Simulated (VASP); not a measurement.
# SiC (P6_3mc) in VASP: notebook, part 2 of 2

VASP 6.6.1. Earlier steps stand in the parts before.

### 4 Single point, r2SCAN (strain +0.0600 x Voigt [1, 1, 0, 0, 0, 0])

Input file POSCAR:

```
SiC
1.0
    3.2597067063      0.0000000000      0.0000000000
   -1.6298533531      2.8229888165      0.0000000000
    0.0000000000      0.0000000000      5.0481668544
Si C
2 2
Direct
    0.3333333333      0.6666666667      0.0046028828
    0.6666666667      0.3333333333      0.5046028828
    0.3333333333      0.6666666667      0.3803971172
    0.6666666667      0.3333333333      0.8803971172
```

Input file INCAR.step1:

```
PREC = Accurate
ENCUT = 520
ISMEAR = 0
SIGMA = 0.05
LREAL = False
LASPH = True
NELM = 80
NBANDS = 16
GGA = PE
ALGO = Normal
EDIFF = 1E-4
LWAVE = True
LCHARG = False
```

Input file INCAR.step2:

```
PREC = Accurate
ENCUT = 520
EDIFF = 1E-6
ISMEAR = 0
SIGMA = 0.05
LREAL = False
LASPH = True
NELM = 80
ALGO = Normal
ISIF = 2
LWAVE = False
LCHARG = True
METAGGA = R2SCAN
LMIXTAU = True
LELF = True
LVHAR = True
NBANDS = 16
ISTART = 1
```

Input file KPOINTS:

```
Automatic mesh
0
Gamma
  12 12 6
```

Potentials or basis: VASP PAW PBE potentials, release 64 (Si, C).

Run with:

```
cat potpaw_PBE.64/Si/POTCAR potpaw_PBE.64/C/POTCAR > POTCAR
cp INCAR.step1 INCAR
mpirun -np 1 vasp_std > vasp.out
cp INCAR.step2 INCAR
mpirun -np 1 vasp_std > vasp.out
```

OUTCAR:

```text
PREC = Accurate
   ENCUT = 520
   EDIFF = 1E-6
   ISMEAR = 0
   LREAL = False
   LASPH = True
   NELM = 80
   ISIF = 2
   METAGGA = R2SCAN
   ISTART = 1

 ion  position               nearest neighbor table
   1  0.333  0.667  0.005-   3 1.90   4 1.98   4 1.98   4 1.98   2 3.15   2 3.15   2 3.15   2 3.15
                             2 3.15   2 3.15
   2  0.667  0.333  0.505-   4 1.90   3 1.98   3 1.98   3 1.98   1 3.15   1 3.15   1 3.15   1 3.15
                             1 3.15   1 3.15
   3  0.333  0.667  0.380-   1 1.90   2 1.98   2 1.98   2 1.98
   4  0.667  0.333  0.880-   2 1.90   1 1.98   1 1.98   1 1.98

  LATTYP: Found a hexagonal cell.
 ALAT       =     3.2597067063
 C/A-ratio  =     1.5486567686

  Lattice vectors:

 A1 = (   3.2597067063,   0.0000000000,   0.0000000000)
 A2 = (  -1.6298533531,   2.8229888165,   0.0000000000)
 A3 = (   0.0000000000,   0.0000000000,   5.0481668544)

Analysis of symmetry for initial positions (statically):
=====================================================================
 Subroutine PRICEL returns:
[... 178 lines left out ...]

 val. band max:        6.8938096091   @ k =   0.0000   0.0000   0.0000
 cond. band min:       9.4473805214   @ k =   0.5000   0.0000   0.0000
 fundamental gap:      2.5535709122
 Fermi energy:         7.1421949897

 k-point     1 :       0.0000    0.0000    0.0000
  band No.  band energies     occupation
      1      -8.5704      2.00000
      2      -4.9091      2.00000
      3      -1.4041      2.00000
      4       5.2213      2.00000
      5       5.2213      2.00000
      6       6.8530      2.00000
[... 433 lines left out ...]
      3      -0.4906      2.00000
      4       1.5934      2.00000
      5       2.1798      2.00000
      6       3.8327      2.00000
[... 8 lines left out ...]
     15      18.2663      0.00000
     16      18.5660      0.00000

 [... further k-points ...]

------------------------ aborting loop because EDIFF is reached ----------------------------------------

  FORCE on cell =-STRESS in cart. coord.  units (eV):
  Direction    XX          YY          ZZ          XY          YZ          ZX
  --------------------------------------------------------------------------------------
  -------------------------------------------------------------------------------------
  Total       -8.5107581     -8.5107581     -0.7877971     -0.0000000     -0.0000000      0.0000000
  in kB     -293.5333440   -293.5333440    -27.1708722     -0.0000000     -0.0000000      0.0000000
  external PRESSURE =    -204.7458534 kB  Pullay stress =       0.0000000 kB

 VOLUME and BASIS-vectors are now :
 -----------------------------------------------------------------------------
  energy-cutoff  :      520.00
  volume of cell :       46.45
      direct lattice vectors                 reciprocal lattice vectors
     3.259706706  0.000000000  0.000000000     0.306776066  0.177117244  0.000000000
    -1.629853353  2.822988817  0.000000000     0.000000000  0.354234489  0.000000000
     0.000000000  0.000000000  5.048166854     0.000000000  0.000000000  0.198091709

 POSITION                                       TOTAL-FORCE (eV/Angst)
 -----------------------------------------------------------------------------------
     -0.00000      1.88199      0.02324        -0.000000      0.000000     -0.318536
      1.62985      0.94100      2.54732         0.000000     -0.000000     -0.318536
     -0.00000      1.88199      1.92031         0.000000      0.000000      0.318536
      1.62985      0.94100      4.44439         0.000000     -0.000000      0.318536
 -----------------------------------------------------------------------------------
    total drift:                                0.000000      0.000000      0.001088

  FREE ENERGIE OF THE ION-ELECTRON SYSTEM (eV)
  ---------------------------------------------------
  free  energy   TOTEN  =       -38.1140102204 eV

  energy  without entropy=      -38.1140102204  energy(sigma->0) =      -38.11401022
```

OUTCAR.step1:

```text
PREC = Accurate
   ENCUT = 520
   ISMEAR = 0
   LREAL = False
   LASPH = True
[... 688 lines left out ...]
     -0.00000      1.88199      0.02324         0.000000      0.000000     -0.371949
      1.62985      0.94100      2.54732        -0.000000     -0.000000     -0.371949
     -0.00000      1.88199      1.92031         0.000000      0.000000      0.371949
      1.62985      0.94100      4.44439         0.000000     -0.000000      0.371949
 -----------------------------------------------------------------------------------
    total drift:                               -0.000000      0.000000     -0.003130

  FREE ENERGIE OF THE ION-ELECTRON SYSTEM (eV)
  ---------------------------------------------------
  free  energy   TOTEN  =       -29.7031322024 eV

  energy  without entropy=      -29.7031322024  energy(sigma->0) =      -29.70313220
```

OSZICAR.step1:

```text
N       E                     dE             d eps       ncg     rms          rms(c)
DAV:   1     0.266790613435E+02    0.26679E+02   -0.69985E+03  2432   0.883E+02
DAV:   2    -0.300243165727E+02   -0.56703E+02   -0.51514E+02  3456   0.153E+02
DAV:   3    -0.328639798181E+02   -0.28397E+01   -0.28257E+01  3200   0.317E+01
DAV:   4    -0.328886978285E+02   -0.24718E-01   -0.24712E-01  3008   0.360E+00
DAV:   5    -0.328889771623E+02   -0.27933E-03   -0.27933E-03  3152   0.364E-01    0.110E+01
DAV:   6    -0.297351326663E+02    0.31538E+01   -0.59626E+00  3056   0.148E+01    0.477E+00
DAV:   7    -0.297189198003E+02    0.16213E-01   -0.89460E-01  3416   0.543E+00    0.227E+00
DAV:   8    -0.297039451720E+02    0.14975E-01   -0.40019E-02  2664   0.135E+00    0.555E-01
DAV:   9    -0.297026868101E+02    0.12584E-02   -0.72286E-03  3304   0.564E-01    0.135E-01
DAV:  10    -0.297030943455E+02   -0.40754E-03   -0.12820E-03  2880   0.204E-01    0.619E-02
DAV:  11    -0.297031322024E+02   -0.37857E-04   -0.11889E-04  2232   0.786E-02
   1 F= -.29703132E+02 E0= -.29703132E+02  d E =-.282895E-16
```

Wall time 1.7 min (1 thread of AMD EPYC 9R45 (Zen 5), shared host); peak memory 0.16 GiB.

What came out:

| Property | Result |
| --- | --- |
| Free energy | -38.1140 eV |
| Pressure | -20.5 GPa |
| Largest force | 0.319 eV/Å |
| Band gap on the k mesh | 2.55 eV, indirect (least direct gap 3.47 eV) |

Forces on the atoms (eV/Å):
```
Si   0.000  0.000 -0.319
Si   0.000  0.000 -0.319
C    0.000  0.000  0.319
C    0.000  0.000  0.319
```

Caveat: the cell differs from its parent crystal (strain +0.0600 x Voigt [1, 1, 0, 0, 0, 0]); the PAW data sets were made with another functional, which shifts forces and pressure a little. A k mesh can miss the band edges.

### 5 Summary

```tsv
cell	gap on the mesh (eV)	pressure (GPa)	largest force (eV/Å)
a = 3.214, b = 3.214, c = 5.048 Å, angles 90.0, 90.0, 120.0°, 4 atoms	2.72	-16.6	0.28
a = 3.237, b = 3.237, c = 5.048 Å, angles 90.0, 90.0, 120.0°, 4 atoms	2.63	-18.6	0.30
a = 3.260, b = 3.260, c = 5.048 Å, angles 90.0, 90.0, 120.0°, 4 atoms	2.55	-20.5	0.32
```

Alike in all rows: task single point; level r2SCAN; potentials or basis VASP PAW PBE potentials, release 64 (Si, C); no spin polarisation; k mesh 12 × 12 × 6; cutoff (eV) 520; smearing gaussian 0.05 eV.

Caveats: the PAW data sets were made with another functional, which shifts forces and pressure a little.

Total energies depend on the potentials used, so only differences within one code and one set of settings carry meaning.
